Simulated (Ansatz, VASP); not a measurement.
**Two plane-wave programs on GaSb**

INCAR

```
SYSTEM = GaSb
PREC = Accurate ; ENCUT = 520
EDIFF = 1E-6 ; ISMEAR = -1
SIGMA = 0.02 ; LREAL = .False.
LASPH = .True. ; NELM = 60
ALGO = Normal ; ISIF = 2
LWAVE = .False. ; LCHARG = .False.
GGA = PE ; NBANDS = 16
```

File KPOINTS:

```
regular mesh
0
Gamma
  8 8 8
  0 0 0
```

POSCAR

```
GaSb
1.0
    0.0000000000      3.0812081940      3.0536152848
    3.0812081940      0.0000000000      3.0536152848
    3.0812081940      3.0812081940      0.0000000000
Ga Sb
1 1
Direct
    0.0000000000      0.0000000000      0.0000000000
    0.2500000000      0.2500000000      0.2500000000
```

Input for Ansatz:

```yaml
crystal:
  lattice:
    - [0.0, 3.081208194, 3.0536152848]
    - [3.081208194, 0.0, 3.0536152848]
    - [3.081208194, 3.081208194, 0.0]
  atoms:
    - { symbol: Ga, position: [0.0, 0.0, 0.0] }
    - { symbol: Sb, position: [0.25, 0.25, 0.25] }
kpoints:
  mp_grid: { grid: [8, 8, 8] }
  band_path:
    path:
      - [0.0, 0.0, 0.0]
      - [-0.5, -0.5, 0.0]
      - [-0.375, -0.375, 0.25]
      - [-0.375, 0.0, 0.375]
      - [0.0, 0.0, 0.5]
      - [-0.5, -0.25, 0.25]
    npoints: 1
hamiltonian:
  xc: pbe
scf:
  occupations: { method: fermi_dirac, width: 0.02 }
  n_extra_bands: 4
output:
  forces: true
  stress: true
  eigenvalues: true
```

Change from the starting cell: epitaxial_xy strain +0.5%.

Alike in both runs: task single point; functional PBE; k mesh 8 × 8 × 8; occupations fermi-dirac, width 0.02 eV; no spin polarisation.

|  | VASP | Ansatz |
| --- | --- | --- |
| version | VASP 6.6.1 | Ansatz 0.2.0 |
| potentials or method | VASP PAW PBE potentials, release 64 (Ga_d, Sb) | plane waves, PAW |
| plane-wave cutoff (eV) | 520 | 420 |
| valence electrons in the cell | 18 | 28 |

|  | VASP | Ansatz | Ansatz less VASP |
| --- | --- | --- | --- |
| pressure (GPa) | 1.7 | 1.7 | -0.07 |
| traceless stress, the component that is largest in VASP (GPa) | 0.23 | 0.23 | +0.001 |

VASP's potentials hold 18 valence electrons a cell and Ansatz's 28, so a difference there can come from the potentials and not from the codes.

Spin-orbit coupling is off throughout.
